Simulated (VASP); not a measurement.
Set up this calculation in VASP 6.6.1, as the native input.

| Quantity | Value |
| --- | --- |
| Task | single point |
| Functional | PBEsol |
| Potentials or basis | VASP PAW PBE potentials, release 64 (Mn_pv, Br) |
| Cutoff | 520 eV |
| k mesh | 4 × 4 × 4 |
| Occupations | gaussian, width 0.05 eV |
| Spin | collinear spin |
| Starting moments | [4.98, 4.98, -0.24, -0.24, -0.24, -0.24, -0.24, -0.24] μB |
| Fixed moment | 8 μB |
| Hubbard terms | Mn d U = 7.0 eV |
| Dipole correction | no |
| Further INCAR settings | ALGO = Normal; EDIFF = 1e-06; NBANDS = 48 |

The structure of MnBr3 lies in POSCAR:

```
MnBr3
1.0
    5.2445043200      0.0000000000      5.2445043200
    0.0000000000      5.2445043200      5.2445043200
    0.0000000000      0.0000000000     10.4890086400
Mn Br
2 6
Direct
    0.0000000000      0.0000000000      0.0000000000
    0.0000000000      0.0000000000      0.5000000000
    0.5000000000      0.0000000000      0.7500000000
    0.0000000000      0.0000000000      0.2500000000
    0.0000000000      0.5000000000      0.7500000000
    0.5000000000      0.0000000000      0.2500000000
    0.0000000000      0.0000000000      0.7500000000
    0.0000000000      0.5000000000      0.2500000000
```

These files were run (other wordings do the same):

INCAR

```
SYSTEM = MnBr3
PREC = Accurate
ENCUT = 520
EDIFF = 1E-6
ISMEAR = 0
SIGMA = 0.05
LREAL = .FALSE.
LASPH = .TRUE.
NELM = 150
ALGO = Normal
ISIF = 2
LWAVE = .FALSE.
LCHARG = .FALSE.
ISPIN = 2
MAGMOM = 4.98 4.98 -0.24 -0.24 -0.24 -0.24 -0.24 -0.24
LORBIT = 11
NUPDOWN = 8.0
LMAXMIX = 4
LDAU = .TRUE.
LDAUTYPE = 2
LDAUL = 2 -1
LDAUU = 7 0
LDAUJ = 0 0
LDAUPRINT = 1
GGA = PS
NBANDS = 48
```

KPOINTS

```
regular mesh
0
G
  4 4 4
  0 0 0
```

Potentials or basis: VASP PAW PBE potentials, release 64 (Mn_pv, Br).

Launch:

```sh
$ cat potpaw_PBE.64/Mn_pv/POTCAR potpaw_PBE.64/Br/POTCAR > POTCAR
$ mpirun -np 1 vasp_std > vasp.out
```

It gave:

```yaml
Pressure: -0.2 GPa
Net_moment: 8.00 μB per cell
Site_moments: Mn +4.63; Br -0.22 μB
Valence_electrons_inside_the_program's_atomic_spheres: Mn 11.25; Br 4.81
```

Caveat: the PAW data sets were made with another functional, which shifts forces and pressure a little; the total moment is fixed, so each spin has its own Fermi level and the state may be an excited one.

Run time: 6.3 min on 1 thread of Intel(R) Xeon(R) Platinum 8259CL CPU @ 2.50GHz (Skylake/Cascade Lake), on a shared host, peak memory 0.8 GiB.
